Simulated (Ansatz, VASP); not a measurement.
# BeTe in VASP and in Ansatz

```
CELL_PARAMETERS angstrom
0.00000 2.77000 2.77000
2.77000 0.00000 2.77000
2.77000 2.77000 0.00000
ATOMIC_POSITIONS crystal
Te 0.75000 0.75000 0.75000
Be 0.00000 0.00000 0.00000
```

Alike in both runs: task single point; functional PBE; k mesh 4 × 4 × 4; occupations fermi-dirac, width 0.06 eV; no spin polarisation.

|  | VASP | Ansatz |
| --- | --- | --- |
| version | VASP 6.6.1 | Ansatz 0.2.0 |
| potentials or method | VASP PAW PBE potentials, release 64 (Te, Be), cutoff 520 eV | all-electron LAPW, scalar-relativistic |

|  | VASP | Ansatz | Ansatz less VASP |
| --- | --- | --- | --- |
| gap on the k mesh at the Fermi level (eV) | 1.84 | 1.85 | +0.016 |
| least direct gap on the mesh (eV) | 3.55 | 3.57 | +0.022 |
| pressure (GPa) | 5.0 | 4.8 | -0.18 |

Ansatz ran all-electron here, and VASP with PAW potentials.

The k mesh is coarse, so the values compare programs but aren't converged. Neither program's run includes spin-orbit coupling.
